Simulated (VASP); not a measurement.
# HgTe (F-43m) in VASP: a series of runs, part 2 of 2

VASP 6.6.1. The steps go on from the part before.

## 4. Electric field gradients, LDA (volume scaled by 1.025)

Input file INCAR:

```
PREC = Accurate ; ENCUT = 520
EDIFF = 1E-8 ; ISMEAR = -1
SIGMA = 0.03 ; LREAL = False
LASPH = True ; NELM = 60
ALGO = Normal ; ISIF = 2
LWAVE = False ; LCHARG = False
GGA = CA ; LEFG = True
NBANDS = 16
```

Input file KPOINTS:

```
regular mesh
0
Gamma
  11 11 11
```

Input file POSCAR:

```
HgTe
1.0
    0.0000000000      3.2501417040      3.2501417040
    3.2501417040      0.0000000000      3.2501417040
    3.2501417040      3.2501417040      0.0000000000
Hg Te
1 1
Direct
    0.0000000000      0.0000000000      0.0000000000
    0.7500000000      0.7500000000      0.7500000000
```

Potentials or basis: VASP PAW LDA potentials, release 64 (Hg, Te).

Run with:

```console
cat potpaw_LDA.64/Hg/POTCAR potpaw_LDA.64/Te/POTCAR > POTCAR
mpirun -np 1 vasp_std > vasp.out
```

OUTCAR:

```text
PREC = Accurate
   ENCUT = 520
   EDIFF = 1E-8
   ISMEAR = -1
   LREAL = False
   LASPH = True
   NELM = 60
   ISIF = 2
   GGA = CA

 ion  position               nearest neighbor table
   1  0.000  0.000  0.000-   2 2.81   2 2.81   2 2.81   2 2.81
   2  0.750  0.750  0.750-   1 2.81   1 2.81   1 2.81   1 2.81

  LATTYP: Found a face centered cubic cell.
 ALAT       =     6.5002834080

  Lattice vectors:

 A1 = (   0.0000000000,   3.2501417040,   3.2501417040)
 A2 = (   3.2501417040,   0.0000000000,   3.2501417040)
 A3 = (   3.2501417040,   3.2501417040,   0.0000000000)

Analysis of symmetry for initial positions (statically):
=====================================================================
 Subroutine PRICEL returns:
 Original cell was already a primitive cell.

 Routine SETGRP: Setting up the symmetry group for a
 face centered cubic supercell.

 Subroutine GETGRP returns: Found 24 space group operations
 (whereof 24 operations were pure point group operations)
 out of a pool of 48 trial point group operations.

The static configuration has the point symmetry T_d .

Analysis of symmetry for dynamics (positions and initial velocities):
=====================================================================
 Subroutine PRICEL returns:
 Original cell was already a primitive cell.

 Routine SETGRP: Setting up the symmetry group for a
 face centered cubic supercell.

 Subroutine GETGRP returns: Found 24 space group operations
 (whereof 24 operations were pure point group operations)
 out of a pool of 48 trial point group operations.

The dynamic configuration has the point symmetry T_d .

 Subroutine INISYM returns: Found 24 space group operations
[... 149 lines left out ...]
 fundamental gap:      0.4135449893
 Fermi energy:         2.7567037685

 k-point     1 :       0.0000    0.0000    0.0000
  band No.  band energies     occupation
      1      -9.1989      2.00000
      2      -4.5540      2.00000
      3      -4.5540      2.00000
      4      -4.5540      2.00000
      5      -4.0411      2.00000
      6      -4.0411      2.00000
[... 433 lines left out ...]
      3      -4.4460      2.00000
      4      -4.3479      2.00000
      5      -4.0631      2.00000
      6      -4.0158      2.00000
[... 8 lines left out ...]
     15      11.7040      0.00000
     16      11.9565      0.00000

 [... further k-points ...]
[... 5 lines left out ...]
  --------------------------------------------------------------------------------------
  -------------------------------------------------------------------------------------
  Total       -0.4714233     -0.4714233     -0.4714233      0.0000000      0.0000000      0.0000000
  in kB      -10.9997991    -10.9997991    -10.9997991      0.0000000      0.0000000      0.0000000
  external PRESSURE =     -10.9997991 kB  Pullay stress =       0.0000000 kB

 VOLUME and BASIS-vectors are now :
 -----------------------------------------------------------------------------
  energy-cutoff  :      520.00
  volume of cell :       68.67
      direct lattice vectors                 reciprocal lattice vectors
     0.000000000  3.250141704  3.250141704    -0.153839446  0.153839446  0.153839446
     3.250141704  0.000000000  3.250141704     0.153839446 -0.153839446  0.153839446
     3.250141704  3.250141704  0.000000000     0.153839446  0.153839446 -0.153839446

 POSITION                                       TOTAL-FORCE (eV/Angst)
 -----------------------------------------------------------------------------------
      0.00000      0.00000      0.00000        -0.000000     -0.000000     -0.000000
      4.87521      4.87521      4.87521         0.000000      0.000000      0.000000
 -----------------------------------------------------------------------------------
    total drift:                                0.000000      0.000000      0.000000

  FREE ENERGIE OF THE ION-ELECTRON SYSTEM (eV)
  ---------------------------------------------------
  free  energy   TOTEN  =        -5.0331722758 eV

  energy  without entropy=       -5.0330286757  energy(sigma->0) =       -5.03310048

 Electric field gradients (V/A^2)
---------------------------------------------------------------------
 ion       V_xx      V_yy      V_zz      V_xy      V_xz      V_yz
---------------------------------------------------------------------
   1      -0.000    -0.000     0.000    -0.000    -0.000    -0.000
   2       0.000     0.000    -0.000    -0.000    -0.000    -0.000
---------------------------------------------------------------------

 Electric field gradients after diagonalization (V/A^2)
 (convention: |V_zz| > |V_xx| > |V_yy|)
----------------------------------------------------------------------
 ion       V_xx      V_yy      V_zz     asymmetry (V_yy - V_xx)/ V_zz
----------------------------------------------------------------------
   1       0.000     0.000    -0.000       0.000
   2       0.000     0.000    -0.000       0.000
----------------------------------------------------------------------

           NMR quadrupolar parameters

 Cq : quadrupolar parameter    Cq=e*Q*V_zz/h
 eta: asymmetry parameters     (V_yy - V_xx)/ V_zz
 Q  : nuclear electric quadrupole moment in mb (millibarn)
----------------------------------------------------------------------
 ion       Cq(MHz)       eta       Q (mb)
----------------------------------------------------------------------
   1      -0.000       0.000       1.000
   2      -0.000       0.000       1.000
----------------------------------------------------------------------
```

stdout:

```text
POSCAR found type information on POSCAR HgTe
 POSCAR found :  2 types and       2 ions
 scaLAPACK will be used
 LDA part: xc-table for (Slater(with rela. corr.)+CA(PZ))
 , standard interpolation
 POSCAR, INCAR and KPOINTS ok, starting setup
 FFT: planning ... GRIDC
 FFT: planning ... GRID_SOFT
 FFT: planning ... GRID
 WAVECAR not read
 entering main loop
ion   1

ion   2
```

It took 52 s on 1 thread of Intel Xeon 6975P-C, shared host; peak memory 0.21 GiB.

What came out:

| Quantity | Value |
| --- | --- |
| Free energy | -5.0332 eV |
| Pressure | -1.1 GPa |
| Band gap on the k mesh | zero (filled and empty bands touch) |

Caveat: without QUAD_EFG the Cq values of the log hold for a quadrupole moment of 1 mb, not for the nuclei; spin-orbit coupling is left out, which moves the levels of the heavy elements.

## 5. Electric field gradients, LDA (volume scaled by 1.05)

Input file INCAR:

```
  PREC = Accurate
  ENCUT = 520
  EDIFF = 1E-8
  ISMEAR = -1
  SIGMA = 0.03
  LREAL = F
  LASPH = T
  NELM = 100
  ALGO = Normal
  ISIF = 2
  LWAVE = F
  LCHARG = F
  GGA = CA
  LEFG = T
  NBANDS = 16
```

Input file KPOINTS:

```
Automatic mesh
0
Gamma
  11 11 11
```

Input file POSCAR:

```
HgTe
1.0
    0.0000000000      3.2763536562      3.2763536562
    3.2763536562      0.0000000000      3.2763536562
    3.2763536562      3.2763536562      0.0000000000
Hg Te
1 1
Direct
    0.0000000000      0.0000000000      0.0000000000
    0.7500000000      0.7500000000      0.7500000000
```

Potentials or basis: VASP PAW LDA potentials, release 64 (Hg, Te).

Run with:

```console
cat potpaw_LDA.64/Hg/POTCAR potpaw_LDA.64/Te/POTCAR > POTCAR
mpirun -np 1 vasp_std > vasp.out
```

OUTCAR:

```text
PREC = Accurate
   ENCUT = 520
   EDIFF = 1E-8
   ISMEAR = -1
   LREAL = F
   LASPH = T
   NELM = 100
   ISIF = 2
   GGA = CA

 ion  position               nearest neighbor table
   1  0.000  0.000  0.000-   2 2.84   2 2.84   2 2.84   2 2.84
   2  0.750  0.750  0.750-   1 2.84   1 2.84   1 2.84   1 2.84

  LATTYP: Found a face centered cubic cell.
 ALAT       =     6.5527073124

  Lattice vectors:

 A1 = (   0.0000000000,   3.2763536562,   3.2763536562)
 A2 = (   3.2763536562,   0.0000000000,   3.2763536562)
 A3 = (   3.2763536562,   3.2763536562,   0.0000000000)

Analysis of symmetry for initial positions (statically):
=====================================================================
 Subroutine PRICEL returns:
 Original cell was already a primitive cell.

 Routine SETGRP: Setting up the symmetry group for a
 face centered cubic supercell.

 Subroutine GETGRP returns: Found 24 space group operations
 (whereof 24 operations were pure point group operations)
 out of a pool of 48 trial point group operations.

The static configuration has the point symmetry T_d .

Analysis of symmetry for dynamics (positions and initial velocities):
=====================================================================
 Subroutine PRICEL returns:
 Original cell was already a primitive cell.

 Routine SETGRP: Setting up the symmetry group for a
 face centered cubic supercell.

 Subroutine GETGRP returns: Found 24 space group operations
 (whereof 24 operations were pure point group operations)
 out of a pool of 48 trial point group operations.

The dynamic configuration has the point symmetry T_d .

[... 148 lines left out ...]
 cond. band min:       2.8616480082   @ k =   0.0909   0.0000   0.0000
 fundamental gap:      0.3896220404
 Fermi energy:         2.5082505900

 k-point     1 :       0.0000    0.0000    0.0000
  band No.  band energies     occupation
      1      -9.2841      2.00000
      2      -4.6698      2.00000
      3      -4.6698      2.00000
      4      -4.6698      2.00000
      5      -4.1851      2.00000
      6      -4.1851      2.00000
[... 433 lines left out ...]
      3      -4.5666      2.00000
      4      -4.4661      2.00000
      5      -4.2053      2.00000
      6      -4.1611      2.00000
[... 8 lines left out ...]
     15      11.4155      0.00000
     16      11.6709      0.00000

 [... further k-points ...]
[... 5 lines left out ...]
  --------------------------------------------------------------------------------------
  -------------------------------------------------------------------------------------
  Total       -0.8952698     -0.8952698     -0.8952698     -0.0000000      0.0000000     -0.0000000
  in kB      -20.3921117    -20.3921117    -20.3921117     -0.0000000      0.0000000     -0.0000000
  external PRESSURE =     -20.3921117 kB  Pullay stress =       0.0000000 kB

 VOLUME and BASIS-vectors are now :
 -----------------------------------------------------------------------------
  energy-cutoff  :      520.00
  volume of cell :       70.34
      direct lattice vectors                 reciprocal lattice vectors
     0.000000000  3.276353656  3.276353656    -0.152608678  0.152608678  0.152608678
     3.276353656  0.000000000  3.276353656     0.152608678 -0.152608678  0.152608678
     3.276353656  3.276353656  0.000000000     0.152608678  0.152608678 -0.152608678

 POSITION                                       TOTAL-FORCE (eV/Angst)
 -----------------------------------------------------------------------------------
      0.00000      0.00000      0.00000        -0.000000     -0.000000     -0.000000
      4.91453      4.91453      4.91453         0.000000      0.000000      0.000000
 -----------------------------------------------------------------------------------
    total drift:                                0.000000      0.000000      0.000000

  FREE ENERGIE OF THE ION-ELECTRON SYSTEM (eV)
  ---------------------------------------------------
  free  energy   TOTEN  =        -5.0170305179 eV

  energy  without entropy=       -5.0168816716  energy(sigma->0) =       -5.01695609

 Electric field gradients (V/A^2)
---------------------------------------------------------------------
 ion       V_xx      V_yy      V_zz      V_xy      V_xz      V_yz
---------------------------------------------------------------------
   1      -0.000    -0.000     0.000     0.000     0.000     0.000
   2       0.000    -0.000    -0.000    -0.000    -0.000    -0.000
---------------------------------------------------------------------

 Electric field gradients after diagonalization (V/A^2)
 (convention: |V_zz| > |V_xx| > |V_yy|)
----------------------------------------------------------------------
 ion       V_xx      V_yy      V_zz     asymmetry (V_yy - V_xx)/ V_zz
----------------------------------------------------------------------
   1      -0.000    -0.000     0.001       0.000
   2       0.000     0.000    -0.000       0.000
----------------------------------------------------------------------

           NMR quadrupolar parameters

 Cq : quadrupolar parameter    Cq=e*Q*V_zz/h
 eta: asymmetry parameters     (V_yy - V_xx)/ V_zz
 Q  : nuclear electric quadrupole moment in mb (millibarn)
----------------------------------------------------------------------
 ion       Cq(MHz)       eta       Q (mb)
----------------------------------------------------------------------
   1       0.000       0.000       1.000
   2      -0.000       0.000       1.000
----------------------------------------------------------------------
```

Wall time 59 s (1 thread of Intel Xeon 6975P-C, shared host); peak memory 0.21 GiB.

Results:

```
Free energy            : -5.0170 eV
Pressure               : -2.0 GPa
Band gap on the k mesh : zero (filled and empty bands touch)
```

Caveat: without QUAD_EFG the Cq values of the log hold for a quadrupole moment of 1 mb, not for the nuclei; spin-orbit coupling is left out, which moves the levels of the heavy elements.

## 6. The runs side by side

```tsv
cell	gap on the mesh (eV)	pressure (GPa)
a = 4.559 Å, angles 60.0°, 2 atoms	none	0.0
a = 4.596 Å, angles 60.0°, 2 atoms	none	-1.1
a = 4.633 Å, angles 60.0°, 2 atoms	none	-2.0
```

Alike in all rows: task electric field gradients; level LDA; potentials or basis VASP PAW LDA potentials, release 64 (Hg, Te); no spin polarisation; k mesh 11 × 11 × 11; cutoff (eV) 520; smearing fermi-dirac 0.03 eV.

Caveats: spin-orbit coupling is left out, which moves the levels of the heavy elements.

Total energies depend on the potentials used, so only differences within one code and one set of settings carry meaning.
